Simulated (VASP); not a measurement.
# SnCl (P6_3mc) in VASP: a series of runs

SnCl is run at these levels: PBE; tasks: relaxation of cell and atoms.

Program: VASP 6.6.1. These are calculated values, not measurements. Logs are shortened: lines on timing, memory, paths and dates and some standing lists are left out, and cuts for length are marked.

## 1. The cell of the first run

Symmetry: P6_3mc, No. 186, hexagonal system. The conventional cell has a = 3.498 Å, b = 3.498 Å, c = 10.062 Å, α = 90.00°, β = 90.00°, γ = 120.00°. Within 3.5 Å of Sn (site symmetry 3m) lie 4 Cl at 2.68 to 3.10 Å and 6 Sn at 3.50 Å. Cl (site symmetry 3m) has 4 Sn at 2.68 to 3.10 Å and 6 Cl at 3.50 Å within 3.5 Å.

## 2. Relaxation of cell and atoms, PBE, target pressure 2 GPa, at which the enthalpy is minimised

INCAR reads:

```
PREC = Accurate
ENCUT = 600
EDIFF = 1E-6
ISMEAR = -1
SIGMA = 0.05
LREAL = F
LASPH = T
NELM = 80
ALGO = Fast
ISIF = 3
LWAVE = F
LCHARG = F
GGA = PE
IBRION = 2
NSW = 60
EDIFFG = -0.01
PSTRESS = 20.0
```

KPOINTS reads:

```
regular mesh
0
Gamma
  9 9 3
```

POSCAR reads:

```
SnCl
1.0
    3.4975457026      0.0000000000      0.0000000000
   -1.7487728513      3.0289634293      0.0000000000
    0.0000000000      0.0000000000     10.0622090000
Sn Cl
2 2
Direct
    0.6666666667      0.3333333333      0.8205100000
    0.3333333333      0.6666666667      0.3205100000
    0.6666666667      0.3333333333      0.5544910000
    0.3333333333      0.6666666667      0.0544910000
```

Potentials or basis: VASP PAW PBE potentials, release 64 (Sn_d, Cl).

Launch:

```bash
> cat potpaw_PBE.64/Sn_d/POTCAR potpaw_PBE.64/Cl/POTCAR > POTCAR
> mpirun -np 1 vasp_std > vasp.out
```

OUTCAR:

```text
PREC = Accurate
   ENCUT = 600
   EDIFF = 1E-6
   ISMEAR = -1
   LREAL = F
   LASPH = T
   NELM = 80
   ISIF = 3
   GGA = PE
   IBRION = 2
   NSW = 60
   EDIFFG = -0.01
   PSTRESS = 20.0

 ion  position               nearest neighbor table
   1  0.667  0.333  0.821-   3 2.68   4 3.10   4 3.10   4 3.10
   2  0.333  0.667  0.321-   4 2.68   3 3.10   3 3.10   3 3.10
   3  0.667  0.333  0.554-   1 2.68   2 3.10   2 3.10   2 3.10
   4  0.333  0.667  0.054-   2 2.68   1 3.10   1 3.10   1 3.10

  LATTYP: Found a hexagonal cell.
 ALAT       =     3.4975457026
 C/A-ratio  =     2.8769342435

  Lattice vectors:

 A1 = (   3.4975457026,   0.0000000000,   0.0000000000)
 A2 = (  -1.7487728513,   3.0289634293,   0.0000000000)
 A3 = (   0.0000000000,   0.0000000000,  10.0622090000)

Analysis of symmetry for initial positions (statically):
=====================================================================
 Subroutine PRICEL returns:
 Original cell was already a primitive cell.

 Routine SETGRP: Setting up the symmetry group for a
 hexagonal supercell.

 Subroutine GETGRP returns: Found 12 space group operations
 (whereof  6 operations were pure point group operations)
 out of a pool of 24 trial point group operations.

The static configuration has the point symmetry C_3v.
 The point group associated with its full space group is C_6v.

Analysis of symmetry for dynamics (positions and initial velocities):
=====================================================================
 Subroutine PRICEL returns:
 Original cell was already a primitive cell.

 Routine SETGRP: Setting up the symmetry group for a
 hexagonal supercell.

 Subroutine GETGRP returns: Found 12 space group operations
 (whereof  6 operations were pure point group operations)
 out of a pool of 24 trial point group operations.

The dynamic configuration has the point symmetry C_3v.
 The point group associated with its full space group is C_6v.

 Subroutine INISYM returns: Found 12 space group operations
 (whereof  6 operations are pure point group operations),
 and found     1 'primitive' translations

----------------------------------------------------------------------------------------

                                     Primitive cell

  volume of cell :     106.5984

  direct lattice vectors                    reciprocal lattice vectors
     3.497545703  0.000000000  0.000000000     0.285914777  0.165072974  0.000000000
    -1.748772851  3.028963429  0.000000000     0.000000000  0.330145947  0.000000000
     0.000000000  0.000000000 10.062209000     0.000000000  0.000000000  0.099381756

  length of vectors
     3.497545703  3.497545703 10.062209000     0.330145947  0.330145947  0.099381756

  position of ions in fractional coordinates (direct lattice)
     0.666666667  0.333333333  0.820510000
     0.333333333  0.666666667  0.320510000
     0.666666667  0.333333333  0.554491000
     0.333333333  0.666666667  0.054491000

  ion indices of the primitive-cell ions
   primitive index   ion index
                 1           1
                 2           2
                 3           3
                 4           4

----------------------------------------------------------------------------------------

 KPOINTS: regular mesh

Automatic generation of k-mesh.
 Grid dimensions read from file:
 generate k-points for:    9    9    3

 Generating k-lattice:

  Cartesian coordinates                     Fractional coordinates (reciprocal lattice)
     0.031768309  0.018341442  0.000000000     0.111111111  0.000000000  0.000000000
     0.000000000  0.036682883  0.000000000     0.000000000  0.111111111  0.000000000
     0.000000000  0.000000000  0.033127252     0.000000000  0.000000000  0.333333333

  Length of vectors
     0.036682883  0.036682883  0.033127252

  Shift w.r.t. Gamma in fractional coordinates (k-lattice)
     0.000000000  0.000000000  0.000000000

 Subroutine IBZKPT returns following result:
 ===========================================

 Found     24 irreducible k-points:

 Following reciprocal coordinates:
            Coordinates               Weight
  0.000000  0.000000  0.000000      1.000000
  0.111111 -0.000000  0.000000      6.000000
  0.222222 -0.000000  0.000000      6.000000
  0.333333 -0.000000  0.000000      6.000000
  0.444444 -0.000000  0.000000      6.000000
  0.111111  0.111111  0.000000      6.000000
[... 16 lines left out ...]
  0.333333  0.222222  0.333333     24.000000
  0.333333  0.333333  0.333333      4.000000
   k-points           NKPTS =     24   k-points in BZ     NKDIM =     24   number of bands    NBANDS=     25
   number of dos      NEDOS =    301   number of ions     NIONS =      4
   total plane-waves  NPLWV =  62720
   dimension x,y,z NGX =    28 NGY =   28 NGZ =   80
   dimension x,y,z NGXF=    56 NGYF=   56 NGZF=  160
   ions per type =               2   2
   NGX,Y,Z   is equivalent  to a cutoff of  13.31, 13.31, 13.22 a.u.
   NGXF,Y,Z  is equivalent  to a cutoff of  26.62, 26.62, 26.43 a.u.
 SYSTEM =  unknown system
   PREC   = accura    normal or accurate (medium, high low for compatibility)
   ISTART =      0    job   : 0-new  1-cont  2-samecut
   ICHARG =      2    charge: 1-file 2-atom 10-const
   ISPIN  =      1    spin polarized calculation?
   LNONCOLLINEAR =      F non collinear calculations
   LSORBIT =      F    spin-orbit coupling
   LASPH  =      T    aspherical Exc in radial PAW
   ENCUT  =  600.0 eV  44.10 Ry    6.64 a.u.   6.99  6.99 20.10*2*pi/ulx,y,z
   NELM   =     80;   NELMIN=  2; NELMDL= -5     # of ELM steps
   EDIFF  = 0.1E-05   stopping-criterion for ELM
   LREAL  =      F    real-space projection
   EDIFFG = -.1E-01   stopping-criterion for IOM
   NSW    =     60    number of steps for IOM
   IBRION =      2    ionic relax: 0-MD 1-quasi-New 2-CG
   NFREE  =      1    steps in history (QN), initial steepest desc. (CG)
   ISIF   =      3    stress and relaxation
   ISYM   =      2    0-nonsym 1-usesym 2-fastsym
   POTIM  = 0.5000    time-step for ionic-motion
   TEBEG  =    0.0;   TEEND  =   0.0 temperature during run
   PSTRESS=   20.0 pullay stress
   NELECT =      42.0000    total number of electrons
   NUPDOWN=      -1.0000    fix difference up-down
   EMIN   =  10.00;   EMAX   =-10.00  energy-range for DOS
   EFERMI =   0.00;   METHOD = LEGACY
   ISMEAR =    -1;   SIGMA  =   0.05  broadening in eV -4-tet -1-fermi 0-gaus
   EFERMI_NEDOS =   21; number of points for ismear=-14 and -15
   IALGO  =     68    algorithm
   IMIX   =      4    mixing-type and parameters
     AMIX     =   0.40;   BMIX     =  1.00
     AMIX_MAG =   1.60;   BMIX_MAG =  1.00
  volume/ion in A,a.u.               =      26.65       179.84
  Fermi-wavevector in a.u.,A,eV,Ry     =   1.200165  2.267983 19.597782  1.440396
  Thomas-Fermi vector in A             =   2.336008
   LORBIT       =      0    0 simple, 1 ext, 2 COOP (PROOUT), +10 PAW based schemes
   GGA     = PE    functional components
   LHFCALC =     F    Hartree Fock is set to
   AEXX    =    0.0000 exact exchange contribution
   IVDW    =     0    specifies the selected vdW correction
   LEPSILON=     F    determine dielectric tensor
   LRPA    =     F    only Hartree local field effects (RPA)
 conjugate gradient relaxation of ions
 non-spin polarized calculation
 RMM-DIIS sequential band-by-band and
  energy-cutoff  :      600.00
  volume of cell :      106.60
 maximum number of plane-waves:      3578
 NGX is ok and might be reduce to    28
   NGX = 13   NGY = 13   NGZ = 41

--------------------------------------- Ionic step        1  -------------------------------------------

 number of electron      41.9999995 magnetization

 Free energy of the ion-electron system (eV)
  ---------------------------------------------------
  ext. energy  EPLUGINS =         0.00000000
  ---------------------------------------------------
  free energy    TOTEN  =       -13.41064634 eV

  energy without entropy =      -13.40120374  energy(sigma->0) =      -13.40592504

------------------------ aborting loop because EDIFF is reached ----------------------------------------

  FORCE on cell =-STRESS in cart. coord.  units (eV):
  Direction    XX          YY          ZZ          XY          YZ          ZX
  --------------------------------------------------------------------------------------
  -------------------------------------------------------------------------------------
  Total       -0.0930822     -0.0930822     -0.2429249      0.0000000      0.0000000     -0.0000000
  in kB       -1.3990284     -1.3990284     -3.6511682      0.0000000      0.0000000     -0.0000000
  external PRESSURE =     -22.1497417 kB  Pullay stress =      20.0000000 kB
[... 99 lines left out ...]
  FREE ENERGIE OF THE ION-ELECTRON SYSTEM (eV)
  ---------------------------------------------------
  free  energy   TOTEN  =       -13.3844130427 eV

  energy  without entropy=      -13.3751749195  energy(sigma->0) =      -13.37979398

  enthalpy is  TOTEN    =       -12.1178991749 eV   P V=        1.2665138678

[... ionic steps 4 to 17 ...]

--------------------------------------- Ionic step       18  -------------------------------------------

 number of electron      42.0000000 magnetization

------------------------ aborting loop because EDIFF is reached ----------------------------------------

  FORCE on cell =-STRESS in cart. coord.  units (eV):
  Direction    XX          YY          ZZ          XY          YZ          ZX
  --------------------------------------------------------------------------------------
  -------------------------------------------------------------------------------------
  Total        1.2550609      1.2550609      1.3264771      0.0000000     -0.0000000     -0.0000000
  in kB       19.9464344     19.9464344     21.0814377      0.0000000     -0.0000000     -0.0000000
  external PRESSURE =       0.3247689 kB  Pullay stress =      20.0000000 kB
[... 65 lines left out ...]
  enthalpy is  TOTEN    =       -12.1324695839 eV   P V=        1.2582413826

--------------------------------------- Ionic step       20  -------------------------------------------

 number of electron      41.9999999 magnetization

 Free energy of the ion-electron system (eV)
  ---------------------------------------------------
  ext. energy  EPLUGINS =         0.00000000
  ---------------------------------------------------
  free energy    TOTEN  =       -13.39108833 eV

  energy without entropy =      -13.38293270  energy(sigma->0) =      -13.38701052

 E-fermi :   5.3172     XC(G=0):  -9.6500

 val. band max:        5.3043165962   @ k =   0.3333   0.3333   0.0000
 cond. band min:       5.3386359576   @ k =   0.2222   0.2222   0.0000
 fundamental gap:      0.0343193613
 Fermi energy:         5.3172382075

 k-point     1 :       0.0000    0.0000    0.0000
  band No.  band energies     occupation
      1     -16.2224      2.00000
      2     -16.2125      2.00000
      3     -16.1488      2.00000
      4     -16.1488      2.00000
      5     -16.1488      2.00000
      6     -16.1488      2.00000
[... 692 lines left out ...]
  FREE ENERGIE OF THE ION-ELECTRON SYSTEM (eV)
  ---------------------------------------------------
  free  energy   TOTEN  =       -13.3910883335 eV

  energy  without entropy=      -13.3829327011  energy(sigma->0) =      -13.38701052

  enthalpy is  TOTEN    =       -12.1324926627 eV   P V=        1.2585956708

 reached required accuracy - stopping structural energy minimisation
```

Run time: 11 min. Hardware: 1 thread of Oxide Virtual Turin-like, shared host; peak memory 0.25 GiB.

Results:

```yaml
Free_energy: -13.3911 eV
Relaxed_volume: 25.21 Å³/atom
Relaxed_cell: a = 3.410 Å, b = 3.410 Å, c = 10.015 Å, α = 90.00°, β = 90.00°, γ = 120.00°
Space_group_after_relaxing_to_0.1_Å: P6_3mc (No. 186)
Energy_change_on_relaxing_the_run_minimises_the_enthalpy: +4.9 meV/atom
Ionic_steps: 20
Pressure_after_relaxing: 2.0 GPa
Largest_force_after_relaxing: 0.005 eV/Å
Band_gap_on_the_k_mesh: zero (bands 21 and 22 overlap by 3.67 eV)
```

Forces on the atoms (eV/Å):
```
Sn   0.000  0.000 -0.005
Sn   0.000  0.000 -0.005
Cl   0.000  0.000  0.005
Cl   0.000  0.000  0.005
```

Step by step:
| step | energy change (eV) | largest force (eV/Å) | pressure (GPa) | volume (Å³) |
| --- | --- | --- | --- | --- |
| 1 | 0.0000 | 0.1029 | -0.21 | 106.60 |
| 2 | 0.0322 | 0.0486 | 2.20 | 101.01 |
| 3 | 0.0262 | 0.0567 | 2.00 | 101.46 |
| 4 | 0.0308 | 0.0611 | 2.11 | 100.35 |
| 5 | 0.0326 | 0.0611 | 2.10 | 100.20 |
| 6 | 0.0332 | 0.0611 | 2.11 | 100.15 |
| 7 | 0.0295 | 0.0570 | 2.02 | 100.38 |
| 8 | 0.0236 | 0.0544 | 1.85 | 100.77 |
| 9 | 0.0132 | 0.0495 | 1.54 | 101.55 |
| 10 | 0.0129 | 0.0454 | 1.57 | 101.55 |
| 11 | 0.0120 | 0.0369 | 1.62 | 101.56 |
| 12 | 0.0111 | 0.0123 | 1.74 | 101.57 |
| 13 | 0.0110 | 0.0086 | 1.78 | 101.57 |
| 14 | 0.0123 | 0.0060 | 1.84 | 101.45 |
| 15 | 0.0141 | 0.0052 | 1.91 | 101.28 |
| 16 | 0.0181 | 0.0032 | 1.98 | 100.94 |
| 17 | 0.0270 | 0.0007 | 2.27 | 100.27 |
| 18 | 0.0197 | 0.0047 | 2.03 | 100.81 |
| 19 | 0.0199 | 0.0030 | 2.06 | 100.80 |
| 20 | 0.0196 | 0.0047 | 2.02 | 100.82 |

Final structure:
```xyz
4
Lattice="3.4096 0.0000 0.0000 -1.7048 2.9528 0.0000 0.0000 0.0000 10.0146" Properties=species:S:1:pos:R:3 pbc="T T T"
Sn    1.7048    0.9843    8.1726
Sn    0.0000    1.9685    3.1653
Cl    1.7048    0.9843    5.5975
Cl    0.0000    1.9685    0.5902
```

Levels at points of the mesh, in eV from the Fermi level:
```tsv
k point	band 18	band 19	band 20	band 21	band 22	band 23
(0.00, 0.00, 0.00)	-1.42	-1.35	-1.35	0.90	4.49	6.66
```

Caveat: the cell is relaxed towards a set pressure, so the run minimises the enthalpy, not the energy; spin-orbit coupling is left out, which moves the levels of the heavy elements.

(Continued in part 2 of 3.)

The gap in the log of VASP goes by the Fermi energy; the results here count the filled bands.